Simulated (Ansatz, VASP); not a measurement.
One calculation of AlNi3, two programs

```xyz
4
Lattice="3.5427 0.0000 0.0000 0.0000 3.5427 0.0000 0.0000 0.0000 3.5427" Properties=species:S:1:pos:R:3 pbc="T T T"
Al    0.0000    0.0000    0.0000
Ni    0.0000    1.7713    1.7713
Ni    1.7713    0.0000    1.7713
Ni    1.7713    1.7713    0.0000
```

Alike in both runs: task single point; functional PBE; k mesh 12 × 12 × 12; occupations gaussian, width 0.05 eV; collinear spin.

|  | VASP | Ansatz |
| --- | --- | --- |
| version | VASP 6.6.1 | Ansatz 0.2.0 |
| potentials or method | VASP PAW PBE potentials, release 64 (Al, Ni), cutoff 520 eV | scalar-relativistic, plane waves, PAW |
| valence electrons in the cell | 33 | 57 |

```csv
,VASP,Ansatz,Ansatz less VASP
gap on the k mesh at the Fermi level (eV),none,none,-
pressure (GPa),3.9,3.9,-0.07
net moment per atom (μB),0.18,0.19,+0.008
size of the moment on the site where the two differ most (μB),0.26,0.28,+0.022
```

Site moments also hang on the region over which each program counts them. A gap of «none» marks a metal or a gap that the smearing closes. VASP's potentials hold 33 valence electrons a cell and Ansatz's 57, so a difference there can come from the potentials and not from the codes.
